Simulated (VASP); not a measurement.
The system is B2O.

```
B O
1.0
     2.87900    0.00000    0.00000
    -1.43950    2.49329    0.00000
     0.00000    0.00000    7.05200
B O
4 2
Direct
  0.00000 0.00000 0.38000
  0.00000 0.00000 0.62000
  0.66667 0.33333 0.02300
  0.33333 0.66667 0.97700
  0.66667 0.33333 0.30600
  0.33333 0.66667 0.69400
```

| Item | Value |
| --- | --- |
| Program | VASP 6.6.1 |
| Task | relaxation of cell and atoms |
| Functional | PBE |
| Dispersion | D3(BJ) |
| Potentials or basis | VASP PAW PBE potentials, release 64 (B, O) |
| Cutoff | 600 eV |
| k mesh | 6 × 6 × 4 |
| Occupations | gaussian, width 0.1 eV |
| Spin | no spin polarisation |

At the start: pressure -22.4 GPa; volume 8.44 Å³/atom.

Question: Where does the relaxation end?

Answer: Over 36 steps the energy falls by 295.4 meV/atom and the volume is 8.67 Å³/atom (+2.8 %); space group P-3m1 (No. 164, to 0.05 Å).

Step by step:
```csv
step,energy change (eV),largest force (eV/Å),pressure (GPa),volume (Å³)
1,0.0000,0.2674,-22.42,50.62
2,-0.7674,1.1647,10.22,42.38
3,-0.7826,0.9699,5.08,43.26
4,-0.9545,0.5164,1.62,43.45
5,-0.9727,0.6734,0.38,43.51
6,-0.9730,0.6956,0.19,43.52
7,-1.0011,0.7344,1.13,43.63
8,-1.0014,0.6931,1.01,43.62
9,-1.0337,0.7627,1.80,43.79
10,-1.2103,1.3271,5.11,44.29
11,-1.4610,1.6193,11.08,45.21
12,-1.4698,1.7915,13.80,45.49
13,-1.4810,1.7100,13.78,45.62
14,-1.5079,1.4579,13.88,46.02
15,-1.5304,0.9289,14.27,46.80
16,-1.5548,0.8169,13.08,47.01
17,-1.6160,0.5193,9.61,47.64
18,-1.6866,0.7245,3.26,48.93
19,-1.6450,1.1037,-7.40,51.56
20,-1.6982,0.8552,-0.59,49.79
21,-1.7109,0.7181,-0.51,49.89
22,-1.7354,0.4689,-0.15,50.21
23,-1.7361,0.7873,0.46,50.83
24,-1.7451,0.4984,0.20,50.50
25,-1.7564,0.3111,0.68,50.63
26,-1.7608,0.2544,1.20,50.76
27,-1.7658,0.1547,0.57,51.01
28,-1.7678,0.0850,-0.10,51.28
29,-1.7678,0.0842,-0.14,51.30
30,-1.7687,0.0539,0.08,51.33
31,-1.7698,0.0627,0.85,51.39
32,-1.7704,0.0546,0.67,51.49
33,-1.7717,0.0305,0.24,51.76
34,-1.7717,0.0681,-0.68,52.32
35,-1.7721,0.0408,-0.18,52.03
36,-1.7723,0.0160,-0.10,52.04
```

Final structure:
```xyz
6
Lattice="2.5906 0.0000 0.0000 -1.2953 2.2435 0.0000 0.0000 0.0000 8.9537" Properties=species:S:1:pos:R:3 pbc="T T T"
B     0.0000    0.0000    3.6110
B     2.5906    0.0000    5.3427
B     1.2953    0.7478    0.2007
B     0.0000    1.4957    8.7529
O     1.2953    0.7478    3.0708
O     0.0000    1.4957    5.8829
```

Caveat: the k points lie up to 0.47 Å⁻¹ apart in the final cell; pairwise dispersion overbinds metals, which lowers pressure and volume.
